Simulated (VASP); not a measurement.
# Ge (Imma) in VASP: a series of runs

Runs on Ge. Level: PBE. Tasks: relaxation of the atoms.

Everything below comes from runs of VASP 6.6.1. Logs are shortened: lines on timing, memory, paths and dates and some standing lists are left out, and cuts for length are marked.

### Step 1. The cell of the first run

It takes space group Imma (No. 74, orthorhombic). Conventional cell: a = 4.033 Å, b = 4.076 Å, c = 5.782 Å, α = 90.00°, β = 90.00°, γ = 90.00°. Ge (site symmetry mm2) has 4 Ge at 2.49 Å within 3.3 Å.

### Step 2. Relaxation of the atoms, PBE (strained cell)

INCAR reads:

```
SYSTEM = Ge
  ALGO = Normal
  EDIFF = 1E-7
  EDIFFG = -0.002
  ENCUT = 450
  GGA = PE
  GGA_COMPAT = .False.
  IBRION = 2
  ISIF = 2
  ISMEAR = 0
  LASPH = .True.
  LCHARG = .False.
  LREAL = .False.
  LWAVE = .False.
  NELM = 120
  NELMIN = 4
  NSW = 60
  PREC = Accurate
  SIGMA = 0.1
```

KPOINTS reads:

```
k-points
0
Gamma
  10 10 10
  0 0 0
```

POSCAR reads:

```
Ge
1.0
   -0.0152026409      2.8671517840      2.8907678411
    2.8671517840     -0.0152026409      2.8907678411
    2.8519491430      2.8519491430      0.0000000000
Ge
2
Direct
   -0.0007189806     -0.0007189806      0.0007189806
    0.2507189806      0.2507189806      0.2492810194
```

Potentials or basis: VASP PAW PBE potentials, release 64 (Ge_d).

Launch:

```sh
> cat potpaw_PBE.64/Ge_d/POTCAR > POTCAR
> mpirun -np 1 vasp_std > vasp.out
```

OUTCAR:

```text
SYSTEM = Ge
   EDIFF = 1E-7
   EDIFFG = -0.002
   ENCUT = 450
   GGA = PE
   IBRION = 2
   ISIF = 2
   ISMEAR = 0
   LASPH = .True.
   LREAL = .False.
   NELM = 120
   NELMIN = 4
   NSW = 60
   PREC = Accurate

 ion  position               nearest neighbor table
   1  0.999  0.999  0.001-   2 2.49   2 2.49   2 2.49   2 2.49
   2  0.251  0.251  0.249-   1 2.49   1 2.49   1 2.49   1 2.49

  LATTYP: Found a body centered orthorhombic cell.
 ALAT       =     4.0332651572
 B/A-ratio  =     1.0106612286
 C/A-ratio  =     1.4334628290

  Lattice vectors:

 A1 = (   0.0152026409,  -2.8671517840,  -2.8907678411)
 A2 = (  -0.0152026410,   2.8671517839,  -2.8907678411)
 A3 = (   2.8671517840,  -0.0152026409,   2.8907678411)

Analysis of symmetry for initial positions (statically):
=====================================================================
 Subroutine PRICEL returns:
 Original cell was already a primitive cell.

 Routine SETGRP: Setting up the symmetry group for a
 body centered orthorhombic supercell.

 Subroutine GETGRP returns: Found  8 space group operations
 (whereof  4 operations were pure point group operations)
 out of a pool of  8 trial point group operations.

The static configuration has the point symmetry C_2v.
 The point group associated with its full space group is D_2h.

Analysis of symmetry for dynamics (positions and initial velocities):
=====================================================================
 Subroutine PRICEL returns:
 Original cell was already a primitive cell.

 Routine SETGRP: Setting up the symmetry group for a
 body centered orthorhombic supercell.

 Subroutine GETGRP returns: Found  8 space group operations
 (whereof  4 operations were pure point group operations)
 out of a pool of  8 trial point group operations.

The dynamic configuration has the point symmetry C_2v.
 The point group associated with its full space group is D_2h.

 Subroutine INISYM returns: Found  8 space group operations
 (whereof  4 operations are pure point group operations),
 and found     1 'primitive' translations

----------------------------------------------------------------------------------------

[... 146 lines left out ...]
  Direction    XX          YY          ZZ          XY          YZ          ZX
  --------------------------------------------------------------------------------------
  -------------------------------------------------------------------------------------
  Total        0.0826199      0.0826199     -0.0848105      0.1652120     -0.0000000     -0.0000000
  in kB        2.7852430      2.7852430     -2.8590900      5.5695448     -0.0000000     -0.0000000
  external PRESSURE =       0.9037986 kB  Pullay stress =       0.0000000 kB

 VOLUME and BASIS-vectors are now :
 -----------------------------------------------------------------------------
  energy-cutoff  :      450.00
  volume of cell :       47.53
      direct lattice vectors                 reciprocal lattice vectors
    -0.015202641  2.867151784  2.890767841    -0.173469298  0.173469298  0.172964426
     2.867151784 -0.015202641  2.890767841     0.173469298 -0.173469298  0.172964426
     2.851949143  2.851949143  0.000000000     0.175318694  0.175318694 -0.172964426

 POSITION                                       TOTAL-FORCE (eV/Angst)
 -----------------------------------------------------------------------------------
      2.85195      2.85195      5.77738         0.000000      0.000000      0.002049
      1.42597      1.42597      1.44954        -0.000000     -0.000000     -0.002049
 -----------------------------------------------------------------------------------
    total drift:                                0.000000      0.000000      0.000000

  FREE ENERGIE OF THE ION-ELECTRON SYSTEM (eV)
  ---------------------------------------------------
  free  energy   TOTEN  =        -9.0312594258 eV

  energy  without entropy=       -9.0308115832  energy(sigma->0) =       -9.03103550

--------------------------------------- Ionic step        2  -------------------------------------------

 number of electron      27.9999982 magnetization

 Free energy of the ion-electron system (eV)
  ---------------------------------------------------
  ext. energy  EPLUGINS =         0.00000000
  ---------------------------------------------------
  free energy    TOTEN  =        -9.03125960 eV

  energy without entropy =       -9.03081332  energy(sigma->0) =       -9.03103646

 E-fermi :   4.5009     XC(G=0):  -9.6967

 val. band max:        4.4889962568   @ k =   0.0000   0.0000   0.0000
 cond. band min:       4.5086044634   @ k =   0.0000   0.0000   0.0000
 fundamental gap:      0.0196082067
 Fermi energy:         4.5008744095

 k-point     1 :       0.0000    0.0000    0.0000
  band No.  band energies     occupation
      1     -20.2249      2.00000
      2     -20.2201      2.00000
      3     -20.2184      2.00000
      4     -20.1889      2.00000
      5     -20.1884      2.00000
      6     -20.0061      2.00000
[... 481 lines left out ...]
      5     -20.1169      2.00000
      6     -20.0936      2.00000
[... 10 lines left out ...]
     17      10.9812      0.00000
     18      11.5332      0.00000

 [... further k-points ...]
[... 5 lines left out ...]
  --------------------------------------------------------------------------------------
  -------------------------------------------------------------------------------------
  Total        0.0719005      0.0719005     -0.0954742      0.1662264     -0.0000000     -0.0000000
  in kB        2.4238737      2.4238737     -3.2185778      5.6037425     -0.0000000     -0.0000000
  external PRESSURE =       0.5430565 kB  Pullay stress =       0.0000000 kB

 VOLUME and BASIS-vectors are now :
 -----------------------------------------------------------------------------
  energy-cutoff  :      450.00
  volume of cell :       47.53
      direct lattice vectors                 reciprocal lattice vectors
    -0.015202641  2.867151784  2.890767841    -0.173469298  0.173469298  0.172964426
     2.867151784 -0.015202641  2.890767841     0.173469298 -0.173469298  0.172964426
     2.851949143  2.851949143  0.000000000     0.175318694  0.175318694 -0.172964426

 POSITION                                       TOTAL-FORCE (eV/Angst)
 -----------------------------------------------------------------------------------
      2.85195      2.85195      5.77748        -0.000000     -0.000000     -0.000206
      1.42597      1.42597      1.44944         0.000000      0.000000      0.000206
 -----------------------------------------------------------------------------------
    total drift:                               -0.000000     -0.000000      0.000000

  FREE ENERGIE OF THE ION-ELECTRON SYSTEM (eV)
  ---------------------------------------------------
  free  energy   TOTEN  =        -9.0312596033 eV

  energy  without entropy=       -9.0308133235  energy(sigma->0) =       -9.03103646

 reached required accuracy - stopping structural energy minimisation
```

Run time: 2.1 min. Hardware: 1 thread of Intel Xeon 8259CL, shared host; peak memory 0.23 GiB.

Results:

* Free energy: -9.0313 eV
* Energy gained by relaxing: 0.0 meV/atom
* Ionic steps: 2
* Pressure after relaxing: 0.1 GPa

Stress tensor (GPa, compression positive):
```
 0.24  0.56  0.00
 0.56  0.24  0.00
 0.00  0.00 -0.32
```

Final structure:
```
Ge
1.0
    -0.01520    2.86715    2.89077
     2.86715   -0.01520    2.89077
     2.85195    2.85195    0.00000
Ge
2
Direct
  0.99930 0.99930 0.00070
  0.25070 0.25070 0.24930
```

Caveat: the cell differs from its parent crystal (strained cell).

### Step 3. Relaxation of the atoms, PBE (strained cell)

INCAR reads:

```
SYSTEM = Ge
  PREC = Accurate
  ENCUT = 450
  EDIFF = 1E-7
  ISMEAR = 0
  SIGMA = 0.1
  LREAL = .False.
  LASPH = .True.
  NELM = 120
  ALGO = Normal
  ISIF = 2
  LWAVE = .False.
  LCHARG = .False.
  GGA = PE
  IBRION = 2
  NSW = 60
  EDIFFG = -0.002
  GGA_COMPAT = .False.
  NELMIN = 4
```

KPOINTS reads:

```
regular mesh
0
Gamma
  10 10 10
  0 0 0
```

POSCAR reads:

```
Ge
1.0
   -0.0160950485      2.8680441975      2.8885624036
    2.8680441975     -0.0160950485      2.8885624036
    2.8519491490      2.8519491490      0.0000000000
Ge
2
Direct
   -0.0008396321     -0.0008396321      0.0008396321
    0.2508396321      0.2508396321      0.2491603679
```

Potentials or basis: VASP PAW PBE potentials, release 64 (Ge_d).

Launch:

```sh
> cat potpaw_PBE.64/Ge_d/POTCAR > POTCAR
> mpirun -np 1 vasp_std > vasp.out
```

OUTCAR:

```text
SYSTEM = Ge
   PREC = Accurate
   ENCUT = 450
   EDIFF = 1E-7
   ISMEAR = 0
   LREAL = .False.
   LASPH = .True.
   NELM = 120
   ISIF = 2
   GGA = PE
   IBRION = 2
   NSW = 60
   EDIFFG = -0.002
   NELMIN = 4

 ion  position               nearest neighbor table
   1  0.999  0.999  0.001-   2 2.49   2 2.49   2 2.49   2 2.49
   2  0.251  0.251  0.249-   1 2.49   1 2.49   1 2.49   1 2.49

  LATTYP: Found a body centered orthorhombic cell.
 ALAT       =     4.0332651657
 B/A-ratio  =     1.0112870515
 C/A-ratio  =     1.4323692021

  Lattice vectors:

 A1 = (   0.0160950485,  -2.8680441975,  -2.8885624036)
 A2 = (  -0.0160950485,   2.8680441975,  -2.8885624036)
 A3 = (   2.8680441975,  -0.0160950485,   2.8885624036)

Analysis of symmetry for initial positions (statically):
=====================================================================
 Subroutine PRICEL returns:
 Original cell was already a primitive cell.

 Routine SETGRP: Setting up the symmetry group for a
 body centered orthorhombic supercell.

 Subroutine GETGRP returns: Found  8 space group operations
 (whereof  4 operations were pure point group operations)
 out of a pool of  8 trial point group operations.

The static configuration has the point symmetry C_2v.
 The point group associated with its full space group is D_2h.

Analysis of symmetry for dynamics (positions and initial velocities):
=====================================================================
 Subroutine PRICEL returns:
 Original cell was already a primitive cell.

 Routine SETGRP: Setting up the symmetry group for a
 body centered orthorhombic supercell.

 Subroutine GETGRP returns: Found  8 space group operations
 (whereof  4 operations were pure point group operations)
 out of a pool of  8 trial point group operations.

The dynamic configuration has the point symmetry C_2v.
 The point group associated with its full space group is D_2h.

 Subroutine INISYM returns: Found  8 space group operations
 (whereof  4 operations are pure point group operations),
 and found     1 'primitive' translations

----------------------------------------------------------------------------------------

                                     Primitive cell

  volume of cell :      47.5193

  direct lattice vectors                    reciprocal lattice vectors
    -0.016095049  2.868044198  2.888562404    -0.173361949  0.173361949  0.173096485
     2.868044198 -0.016095049  2.888562404     0.173361949 -0.173361949  0.173096485
     2.851949149  2.851949149  0.000000000     0.175318694  0.175318694 -0.173096485

  length of vectors
     4.070593240  4.070593240  4.033265166     0.300118516  0.300118516  0.302383336

  position of ions in fractional coordinates (direct lattice)
     0.999160368  0.999160368  0.000839632
     0.250839632  0.250839632  0.249160368

  ion indices of the primitive-cell ions
   primitive index   ion index
                 1           1
[... 97 lines left out ...]
   LORBIT       =      0    0 simple, 1 ext, 2 COOP (PROOUT), +10 PAW based schemes
   GGA     = PE    functional components
   LHFCALC =     F    Hartree Fock is set to
   AEXX    =    0.0000 exact exchange contribution
   IVDW    =     0    specifies the selected vdW correction
   LEPSILON=     F    determine dielectric tensor
   LRPA    =     F    only Hartree local field effects (RPA)
 conjugate gradient relaxation of ions
 non-spin polarized calculation
 Gauss-broadening in eV      SIGMA  =   0.10
  energy-cutoff  :      450.00
  volume of cell :       47.52
 maximum number of plane-waves:      1048
   NGX = 15   NGY = 15   NGZ = 13

--------------------------------------- Ionic step        1  -------------------------------------------

 number of electron      27.9999983 magnetization

 Free energy of the ion-electron system (eV)
  ---------------------------------------------------
  ext. energy  EPLUGINS =         0.00000000
  ---------------------------------------------------
  free energy    TOTEN  =        -9.03125270 eV

  energy without entropy =       -9.03079629  energy(sigma->0) =       -9.03102449

------------------------ aborting loop because EDIFF is reached ----------------------------------------

  FORCE on cell =-STRESS in cart. coord.  units (eV):
  Direction    XX          YY          ZZ          XY          YZ          ZX
  --------------------------------------------------------------------------------------
  -------------------------------------------------------------------------------------
  Total        0.0744503      0.0744503     -0.0710793      0.1674421      0.0000000      0.0000000
  in kB        2.5101937      2.5101937     -2.3965349      5.6455399      0.0000000      0.0000000
  external PRESSURE =       0.8746175 kB  Pullay stress =       0.0000000 kB

 VOLUME and BASIS-vectors are now :
 -----------------------------------------------------------------------------
  energy-cutoff  :      450.00
  volume of cell :       47.52
      direct lattice vectors                 reciprocal lattice vectors
    -0.016095049  2.868044198  2.888562404    -0.173361949  0.173361949  0.173096485
     2.868044198 -0.016095049  2.888562404     0.173361949 -0.173361949  0.173096485
     2.851949149  2.851949149  0.000000000     0.175318694  0.175318694 -0.173096485

 POSITION                                       TOTAL-FORCE (eV/Angst)
 -----------------------------------------------------------------------------------
      2.85195      2.85195      5.77227         0.000000      0.000000      0.011021
      1.42597      1.42597      1.44913         0.000000      0.000000     -0.011021
 -----------------------------------------------------------------------------------
    total drift:                                0.000000      0.000000     -0.000000

  FREE ENERGIE OF THE ION-ELECTRON SYSTEM (eV)
  ---------------------------------------------------
  free  energy   TOTEN  =        -9.0312527008 eV

  energy  without entropy=       -9.0307962881  energy(sigma->0) =       -9.03102449

--------------------------------------- Ionic step        2  -------------------------------------------

 number of electron      27.9999983 magnetization

 Free energy of the ion-electron system (eV)
  ---------------------------------------------------
  ext. energy  EPLUGINS =         0.00000000
  ---------------------------------------------------
  free energy    TOTEN  =        -9.03125880 eV

  energy without entropy =       -9.03081054  energy(sigma->0) =       -9.03103467

 E-fermi :   4.5013     XC(G=0):  -9.6974

 val. band max:        4.4956440650   @ k =   0.0000   0.0000   0.0000
 cond. band min:       4.5046367484   @ k =   0.0000   0.0000   0.0000
 fundamental gap:      0.0089926834
 Fermi energy:         4.5012853263

 k-point     1 :       0.0000    0.0000    0.0000
  band No.  band energies     occupation
      1     -20.2238      2.00000
      2     -20.2191      2.00000
      3     -20.2169      2.00000
      4     -20.1876      2.00000
      5     -20.1873      2.00000
      6     -20.0052      2.00000
[... 481 lines left out ...]
      5     -20.1155      2.00000
      6     -20.0926      2.00000
[... 10 lines left out ...]
     17      10.9857      0.00000
     18      11.5344      0.00000

 [... further k-points ...]
[... 5 lines left out ...]
  --------------------------------------------------------------------------------------
  -------------------------------------------------------------------------------------
  Total        0.0671749      0.0671749     -0.0783524      0.1752225      0.0000000      0.0000000
  in kB        2.2648937      2.2648937     -2.6417573      5.9078656      0.0000000      0.0000000
  external PRESSURE =       0.6293434 kB  Pullay stress =       0.0000000 kB

 VOLUME and BASIS-vectors are now :
 -----------------------------------------------------------------------------
  energy-cutoff  :      450.00
  volume of cell :       47.52
      direct lattice vectors                 reciprocal lattice vectors
    -0.016095049  2.868044198  2.888562404    -0.173361949  0.173361949  0.173096485
     2.868044198 -0.016095049  2.888562404     0.173361949 -0.173361949  0.173096485
     2.851949149  2.851949149  0.000000000     0.175318694  0.175318694 -0.173096485

 POSITION                                       TOTAL-FORCE (eV/Angst)
 -----------------------------------------------------------------------------------
      2.85195      2.85195      5.77281         0.000000      0.000000      0.000238
      1.42597      1.42597      1.44860         0.000000      0.000000     -0.000238
 -----------------------------------------------------------------------------------
    total drift:                                0.000000      0.000000     -0.000000

  FREE ENERGIE OF THE ION-ELECTRON SYSTEM (eV)
  ---------------------------------------------------
  free  energy   TOTEN  =        -9.0312587968 eV

  energy  without entropy=       -9.0308105386  energy(sigma->0) =       -9.03103467

 reached required accuracy - stopping structural energy minimisation
```

Run time: 3.4 min. Hardware: 1 thread of AMD EPYC 7R13, shared host; peak memory 0.2 GiB.

What came out:

| Quantity | Value |
| --- | --- |
| Free energy | -9.0313 eV |
| Energy gained by relaxing | 0.0 meV/atom |
| Ionic steps | 2 |
| Pressure after relaxing | 0.1 GPa |

Final structure:
```
Ge
1.0
    -0.01610    2.86804    2.88856
     2.86804   -0.01610    2.88856
     2.85195    2.85195    0.00000
Ge
2
Direct
  0.99925 0.99925 0.00075
  0.25075 0.25075 0.24925
```

Levels at points of the mesh, in eV from the Fermi level:
```csv
k point,band 10,band 11,band 12,band 13,band 14,band 15,band 16,band 17,band 18
"(0.00, 0.00, 0.00)",-24.49,-12.38,-0.37,-0.01,0.00,0.10,2.50,2.59,2.60
"(0.50, 0.00, 0.00)",-24.46,-10.43,-7.36,-1.32,-1.22,0.13,3.74,3.81,7.17
"(0.50, 0.50, 0.00)",-24.45,-8.73,-8.67,-2.91,-2.78,0.79,0.97,9.11,9.18
"(0.00, 0.00, 0.50)",-24.47,-10.38,-7.35,-1.34,-1.31,0.02,3.72,3.74,7.10
"(0.50, 0.00, 0.50)",-24.46,-8.67,-8.67,-2.89,-2.89,0.83,0.83,9.14,9.14
```

Caveat: the cell differs from its parent crystal (strained cell).
